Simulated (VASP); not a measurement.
Input of a VASP 6.6.1 run:

File INCAR:

```
SYSTEM = Cd
  PREC = Accurate
  ENCUT = 520
  EDIFF = 1E-7
  ISMEAR = 0
  SIGMA = 0.1
  LREAL = .FALSE.
  LASPH = .TRUE.
  NELM = 80
  ALGO = Fast
  ISIF = 2
  LWAVE = .FALSE.
  LCHARG = .FALSE.
  GGA = PE
  NBANDS = 19
```

The input KPOINTS:

```
Automatic mesh
0
G
  18 18 8
  0 0 0
```

File POSCAR:

```
Cd
1.0
    2.8700245067      0.0000000000      0.0000000000
   -1.4350122533      2.4855141322      0.0000000000
    0.0000000000      0.0000000000      5.4966458190
Cd
2
Direct
    0.3333333333      0.6666666667      0.2500000000
    0.6666666667      0.3333333333      0.7500000000
```

Potentials or basis: VASP PAW PBE potentials, release 64 (Cd).

Launch:

```console
$ cat potpaw_PBE.64/Cd/POTCAR > POTCAR
$ mpirun -np 1 vasp_std > vasp.out
```

(1) Estimate the pressure.

(2) What does it give for the band gap on the k mesh?

Answers

(1) 11.6 GPa.

(2) zero (bands 12 and 13 overlap by 4.86 eV).

Caveat: the cell differs from its parent crystal (strained); the cell stands under pressure.
